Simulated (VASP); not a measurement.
# HfC in VASP: notebook

Runs on HfC. Level: PBEsol. Tasks: single point.

Everything below comes from runs of VASP 6.6.1. Logs are shortened: lines on timing, memory, paths and dates and some standing lists are left out, and cuts for length are marked.

### 1 The cell of the first run

Symmetry: Cm, No. 8, monoclinic system. Conventional cell: a = 5.790 Å, b = 3.343 Å, c = 5.203 Å, α = 90.00°, β = 90.00°, γ = 90.00°. Hf (site symmetry m) has 6 C at 2.25 to 2.37 Å within 3.0 Å. Hf (site symmetry m) has 6 C at 2.29 to 2.41 Å within 3.0 Å. C (site symmetry m) has 6 Hf at 2.25 to 2.41 Å and 2 C at 2.60 Å within 3.0 Å. Within 3.1 Å of C (site symmetry m) lie 6 Hf at 2.33 Å and 2 C at 2.60 Å.

### 2 Single point, PBEsol

INCAR

```
PREC = Accurate
ENCUT = 520
EDIFF = 1E-6
ISMEAR = 0
SIGMA = 0.1
LREAL = False
LASPH = True
NELM = 60
ALGO = Normal
ISIF = 2
LWAVE = False
LCHARG = False
GGA = PS
ISYM = 0
NBANDS = 22
```

KPOINTS

```
Automatic mesh
0
Gamma
  6 6 4
  0.5 0.5 0.5
```

POSCAR

```
HfC
1.0
    3.3428660000      0.0000000000      0.0000000000
   -1.6714330000      2.8950070000      0.0000000000
    0.0000000000      0.0000000000      5.2027140000
Hf C
2 2
Direct
    0.6666666667      0.3333333333      0.7500000000
    0.3333333333      0.6666666667      0.2500000000
   -0.0172711154     -0.0345422308      0.0000000000
    0.0000000000      0.0000000000      0.5000000000
```

Potentials or basis: VASP PAW PBE potentials, release 64 (Hf_pv, C).

Run with:

```bash
$ cat potpaw_PBE.64/Hf_pv/POTCAR potpaw_PBE.64/C/POTCAR > POTCAR
$ mpirun -np 1 vasp_std > vasp.out
```

OUTCAR:

```text
PREC = Accurate
   ENCUT = 520
   EDIFF = 1E-6
   ISMEAR = 0
   LREAL = False
   LASPH = True
   NELM = 60
   ISIF = 2
   GGA = PS
   ISYM = 0

 ion  position               nearest neighbor table
   1  0.667  0.333  0.750-   3 2.25   4 2.33   4 2.33   4 2.33   3 2.37   3 2.37   2 3.24   2 3.24
                             2 3.24   2 3.24   2 3.24   2 3.24
   2  0.333  0.667  0.250-   3 2.29   3 2.29   4 2.33   4 2.33   4 2.33   3 2.41   1 3.24   1 3.24
                             1 3.24   1 3.24   1 3.24   1 3.24
   3  0.983  0.965  0.000-   1 2.25   2 2.29   2 2.29   1 2.37   1 2.37   2 2.41
   4  0.000  0.000  0.500-   1 2.33   2 2.33   1 2.33   2 2.33   1 2.33   2 2.33

IMPORTANT INFORMATION: All symmetrisations will be switched off!
NOSYMM: (Re-)initialisation of all symmetry stuff for point group C_1.

----------------------------------------------------------------------------------------

                                     Primitive cell

  volume of cell :      50.3499

  direct lattice vectors                    reciprocal lattice vectors
     3.342866000  0.000000000  0.000000000     0.299144507  0.172711154  0.000000000
    -1.671433000  2.895007000  0.000000000     0.000000000  0.345422308  0.000000000
     0.000000000  0.000000000  5.202714000     0.000000000  0.000000000  0.192207375

  length of vectors
     3.342866000  3.342866106  5.202714000     0.345422319  0.345422308  0.192207375

  position of ions in fractional coordinates (direct lattice)
     0.666666667  0.333333333  0.750000000
     0.333333333  0.666666667  0.250000000
     0.982728885  0.965457769  0.000000000
     0.000000000  0.000000000  0.500000000

  ion indices of the primitive-cell ions
   primitive index   ion index
                 1           1
                 2           2
                 3           3
                 4           4

----------------------------------------------------------------------------------------

 KPOINTS: Automatic mesh

Automatic generation of k-mesh.
 Grid dimensions read from file:
 generate k-points for:    6    6    4

 Generating k-lattice:

  Cartesian coordinates                     Fractional coordinates (reciprocal lattice)
     0.049857418  0.028785192  0.000000000     0.166666667 -0.000000000  0.000000000
     0.000000000  0.057570385  0.000000000     0.000000000  0.166666667  0.000000000
     0.000000000  0.000000000  0.048051844     0.000000000  0.000000000  0.250000000

  Length of vectors
     0.057570387  0.057570385  0.048051844

  Shift w.r.t. Gamma in fractional coordinates (k-lattice)
     0.500000000  0.500000000  0.500000000

 Subroutine IBZKPT returns following result:
 ===========================================

 Found    216 irreducible k-points:

 Following reciprocal coordinates:
            Coordinates               Weight
  0.083333  0.083333  0.125000      2.000000
 -0.083333  0.166667  0.125000      2.000000
 -0.166667  0.083333  0.125000      2.000000
 -0.083333 -0.083333  0.125000      2.000000
  0.083333 -0.166667  0.125000      2.000000
  0.166667 -0.083333  0.125000      2.000000
[... 16 lines left out ...]
  0.083333  0.500000  0.125000      2.000000
  0.500000 -0.416667  0.125000      2.000000
 [... further k-points ...]
   k-points           NKPTS =    216   k-points in BZ     NKDIM =    216   number of bands    NBANDS=     22
   number of dos      NEDOS =    301   number of ions     NIONS =      4
   total plane-waves  NPLWV =  31360
   dimension x,y,z NGX =    28 NGY =   28 NGZ =   40
   dimension x,y,z NGXF=    56 NGYF=   56 NGZF=   80
   ions per type =               2   2
   NGX,Y,Z   is equivalent  to a cutoff of  13.92, 13.92, 12.78 a.u.
   NGXF,Y,Z  is equivalent  to a cutoff of  27.85, 27.85, 25.56 a.u.
 SYSTEM =  unknown system
   PREC   = accura    normal or accurate (medium, high low for compatibility)
   ISTART =      0    job   : 0-new  1-cont  2-samecut
   ICHARG =      2    charge: 1-file 2-atom 10-const
   ISPIN  =      1    spin polarized calculation?
   LNONCOLLINEAR =      F non collinear calculations
   LSORBIT =      F    spin-orbit coupling
   LASPH  =      T    aspherical Exc in radial PAW
   ENCUT  =  520.0 eV  38.22 Ry    6.18 a.u.   6.22  6.22  9.67*2*pi/ulx,y,z
   NELM   =     60;   NELMIN=  2; NELMDL= -5     # of ELM steps
   EDIFF  = 0.1E-05   stopping-criterion for ELM
   LREAL  =      F    real-space projection
   EDIFFG = 0.1E-04   stopping-criterion for IOM
   NSW    =      0    number of steps for IOM
   IBRION =     -1    ionic relax: 0-MD 1-quasi-New 2-CG
   NFREE  =      0    steps in history (QN), initial steepest desc. (CG)
   ISIF   =      2    stress and relaxation
   ISYM   =      0    0-nonsym 1-usesym 2-fastsym
   POTIM  = 0.5000    time-step for ionic-motion
   TEBEG  =    0.0;   TEEND  =   0.0 temperature during run
   PSTRESS=    0.0 pullay stress
   NELECT =      28.0000    total number of electrons
   NUPDOWN=      -1.0000    fix difference up-down
   EMIN   =  10.00;   EMAX   =-10.00  energy-range for DOS
   EFERMI =   0.00;   METHOD = LEGACY
   ISMEAR =     0;   SIGMA  =   0.10  broadening in eV -4-tet -1-fermi 0-gaus
   EFERMI_NEDOS =   21; number of points for ismear=-14 and -15
   IALGO  =     38    algorithm
   IMIX   =      4    mixing-type and parameters
     AMIX     =   0.40;   BMIX     =  1.00
     AMIX_MAG =   1.60;   BMIX_MAG =  1.00
  volume/ion in A,a.u.               =      12.59        84.94
  Fermi-wavevector in a.u.,A,eV,Ry     =   1.346257  2.544057 24.659309  1.812408
  Thomas-Fermi vector in A             =   2.474104
   LORBIT       =      0    0 simple, 1 ext, 2 COOP (PROOUT), +10 PAW based schemes
   GGA     = PS    functional components
   LHFCALC =     F    Hartree Fock is set to
   AEXX    =    0.0000 exact exchange contribution
   IVDW    =     0    specifies the selected vdW correction
   LEPSILON=     F    determine dielectric tensor
   LRPA    =     F    only Hartree local field effects (RPA)
 non-spin polarized calculation
 Gauss-broadening in eV      SIGMA  =   0.10
  energy-cutoff  :      520.00
  volume of cell :       50.35
 maximum number of plane-waves:      1367
 NGX is ok and might be reduce to    28
   NGX = 13   NGY = 13   NGZ = 19

 number of electron      28.0000002 magnetization

 Free energy of the ion-electron system (eV)
  ---------------------------------------------------
  ext. energy  EPLUGINS =         0.00000000
  ---------------------------------------------------
  free energy    TOTEN  =       -43.52392712 eV

  energy without entropy =      -43.51839676  energy(sigma->0) =      -43.52116194

 E-fermi :   6.5525     XC(G=0): -12.4131

 val. band max:        6.5514779437   @ k =  -0.2500   0.4167  -0.3750
 cond. band min:       6.5590422454   @ k =   0.2500  -0.4167  -0.3750
 fundamental gap:      0.0075643017
 Fermi energy:         6.5525078017

 k-point     1 :       0.0833    0.0833    0.1250
  band No.  band energies     occupation
      1     -24.2388      2.00000
      2     -23.7975      2.00000
      3     -23.7760      2.00000
      4     -23.7094      2.00000
      5     -23.6434      2.00000
      6     -23.5934      2.00000
[... 14 lines left out ...]
     21      11.4926      0.00000
     22      12.8022      0.00000

 k-point     2 :      -0.0833    0.1667    0.1250
  band No.  band energies     occupation
      1     -24.2388      2.00000
      2     -23.7975      2.00000
      3     -23.7760      2.00000
      4     -23.7094      2.00000
      5     -23.6434      2.00000
      6     -23.5934      2.00000
[... 14 lines left out ...]
     21      11.4926      0.00000
     22      12.8022      0.00000

 k-point     3 :      -0.1667    0.0833    0.1250
  band No.  band energies     occupation
      1     -24.2390      2.00000
      2     -23.7971      2.00000
      3     -23.7752      2.00000
      4     -23.7093      2.00000
      5     -23.6446      2.00000
      6     -23.5935      2.00000
[... 14 lines left out ...]
     21      11.4409      0.00000
     22      12.7793      0.00000

 k-point     4 :      -0.0833   -0.0833    0.1250
  band No.  band energies     occupation
      1     -24.2393      2.00000
      2     -23.7968      2.00000
      3     -23.7760      2.00000
      4     -23.7093      2.00000
      5     -23.6434      2.00000
      6     -23.5937      2.00000
[... 14 lines left out ...]
     21      11.4977      0.00000
     22      12.8056      0.00000

 k-point     5 :       0.0833   -0.1667    0.1250
  band No.  band energies     occupation
      1     -24.2393      2.00000
      2     -23.7968      2.00000
      3     -23.7760      2.00000
      4     -23.7093      2.00000
      5     -23.6434      2.00000
      6     -23.5937      2.00000
[... 14 lines left out ...]
     21      11.4977      0.00000
     22      12.8056      0.00000

 k-point     6 :       0.1667   -0.0833    0.1250
  band No.  band energies     occupation
      1     -24.2390      2.00000
      2     -23.7971      2.00000
      3     -23.7752      2.00000
      4     -23.7093      2.00000
      5     -23.6446      2.00000
      6     -23.5935      2.00000
[... 14 lines left out ...]
     21      11.4409      0.00000
     22      12.7793      0.00000

 k-point     7 :       0.2500    0.0833    0.1250
  band No.  band energies     occupation
      1     -24.1381      2.00000
      2     -24.0075      2.00000
      3     -23.9271      2.00000
      4     -23.8152      2.00000
      5     -23.6812      2.00000
      6     -23.6420      2.00000
[... 324 lines left out ...]
      6     -23.6952      2.00000
[... 14 lines left out ...]
     21      12.4428      0.00000
     22      12.7567      0.00000

 k-point    21 :       0.5000    0.4167    0.1250
  band No.  band energies     occupation
      1     -24.2131      2.00000
      2     -24.0614      2.00000
      3     -23.9521      2.00000
      4     -23.8747      2.00000
      5     -23.7319      2.00000
      6     -23.6967      2.00000
[... 14 lines left out ...]
     21      12.4212      0.00000
     22      12.8016      0.00000

 k-point    22 :      -0.4167   -0.0833    0.1250
  band No.  band energies     occupation
      1     -24.2132      2.00000
      2     -24.0617      2.00000
      3     -23.9517      2.00000
      4     -23.8748      2.00000
      5     -23.7319      2.00000
      6     -23.6967      2.00000
[... 14 lines left out ...]
     21      12.4602      0.00000
     22      12.7489      0.00000

 k-point    23 :       0.0833    0.5000    0.1250
  band No.  band energies     occupation
      1     -24.2142      2.00000
      2     -24.0624      2.00000
      3     -23.9514      2.00000
      4     -23.8742      2.00000
      5     -23.7317      2.00000
      6     -23.6952      2.00000
[... 14 lines left out ...]
     21      12.4486      0.00000
     22      12.7703      0.00000

 k-point    24 :       0.5000   -0.4167    0.1250
  band No.  band energies     occupation
      1     -24.2134      2.00000
      2     -24.0614      2.00000
      3     -23.9507      2.00000
      4     -23.8758      2.00000
      5     -23.7327      2.00000
      6     -23.6961      2.00000
[... 14 lines left out ...]
     21      12.4505      0.00000
     22      12.7691      0.00000

 [... further k-points ...]

------------------------ aborting loop because EDIFF is reached ----------------------------------------

  FORCE on cell =-STRESS in cart. coord.  units (eV):
  Direction    XX          YY          ZZ          XY          YZ          ZX
  --------------------------------------------------------------------------------------
  -------------------------------------------------------------------------------------
  Total       -2.1999407     -2.2040064     -2.5717921      0.0000031      0.1427508     -0.0000051
  in kB      -70.0040260    -70.1333994    -81.8366599      0.0000987      4.5424530     -0.0001615
  external PRESSURE =     -73.9913618 kB  Pullay stress =       0.0000000 kB

 VOLUME and BASIS-vectors are now :
 -----------------------------------------------------------------------------
  energy-cutoff  :      520.00
  volume of cell :       50.35
      direct lattice vectors                 reciprocal lattice vectors
     3.342866000  0.000000000  0.000000000     0.299144507  0.172711154  0.000000000
    -1.671433000  2.895007000  0.000000000     0.000000000  0.345422308  0.000000000
     0.000000000  0.000000000  5.202714000     0.000000000  0.000000000  0.192207375

 POSITION                                       TOTAL-FORCE (eV/Angst)
 -----------------------------------------------------------------------------------
      1.67143      0.96500      3.90204         0.000000     -0.825600     -0.078734
     -0.00000      1.93000      1.30068        -0.000000     -0.720199      0.073692
      1.67143      2.79501      0.00000        -0.000003      1.201649      0.006498
      0.00000      0.00000      2.60136         0.000003      0.344149     -0.001456
 -----------------------------------------------------------------------------------
    total drift:                                0.000000      0.000061     -0.000003

  FREE ENERGIE OF THE ION-ELECTRON SYSTEM (eV)
  ---------------------------------------------------
  free  energy   TOTEN  =       -43.5239271179 eV

  energy  without entropy=      -43.5183967573  energy(sigma->0) =      -43.52116194
```

Run time: 4.7 min. Hardware: 1 thread of Intel Xeon Platinum 8375C at 2.90GHz (Ice Lake), shared host; peak memory 0.33 GiB.

Results:

```yaml
Free_energy: -43.5239 eV
Pressure: -7.4 GPa
Largest_force: 1.202 eV/Å
Band_gap_on_the_k_mesh: zero (bands 14 and 15 overlap by 0.11 eV)
```

Forces on the atoms (eV/Å):
```
Hf   0.000 -0.826 -0.079
Hf   0.000 -0.720  0.074
C    0.000  1.202  0.006
C    0.000  0.344 -0.001
```

Stress tensor (GPa, compression positive):
```
-7.00  0.00  0.00
 0.00 -7.01  0.45
 0.00  0.45 -8.18
```

Caveat: the k points lie up to 0.36 Å⁻¹ apart; the PAW data sets were made with another functional, which shifts forces and pressure a little; spin-orbit coupling is left out, which moves the levels of the heavy elements.

### 3 Single point, PBEsol

INCAR

```
SYSTEM = HfC
PREC = Accurate
ENCUT = 520
EDIFF = 1E-6
ISMEAR = 0
SIGMA = 0.1
LREAL = .False.
LASPH = .True.
NELM = 60
ALGO = Normal
ISIF = 2
LWAVE = .False.
LCHARG = .False.
GGA = PS
ISYM = 0
NBANDS = 22
```

KPOINTS is that of step 2.

Edit POSCAR of step 2 so:

```diff
@@ -10,3 +10,3 @@
     0.3333333333      0.6666666667      0.2500000000
-   -0.0172711154     -0.0345422308      0.0000000000
+    0.0000000000      0.0000000000      0.0000000000
     0.0000000000      0.0000000000      0.5000000000
```

Potentials or basis: VASP PAW PBE potentials, release 64 (Hf_pv, C).

Run with:

```bash
$ cat potpaw_PBE.64/Hf_pv/POTCAR potpaw_PBE.64/C/POTCAR > POTCAR
$ mpirun -np 1 vasp_std > vasp.out
```

It took 4.8 min on 1 thread of Intel Xeon Platinum 8375C at 2.90GHz (Ice Lake), shared host; peak memory 0.34 GiB.

It converged, with:

```yaml
Free_energy: -43.5838 eV
Pressure: -7.9 GPa
Band_gap_on_the_k_mesh: zero (bands 14 and 15 overlap by 0.11 eV)
```

Stress tensor (GPa, compression positive):
```
-7.19  0.00  0.00
 0.00 -7.19  0.00
 0.00  0.00 -9.45
```

Levels at points of the mesh, in eV from the Fermi level:
```
           k point  band 10  band 11  band 12  band 13  band 14  band 15  band 16  band 17  band 18  band 19
(0.08, 0.08, 0.12)    -4.18    -3.09    -2.34    -2.21    -0.05     0.11     1.83     2.19     2.79     3.57
```

Caveat: the k points lie up to 0.36 Å⁻¹ apart; the PAW data sets were made with another functional, which shifts forces and pressure a little; spin-orbit coupling is left out, which moves the levels of the heavy elements.

(Continued in part 2 of 2.)

The gap in the log of VASP goes by the Fermi energy; the results here count the filled bands.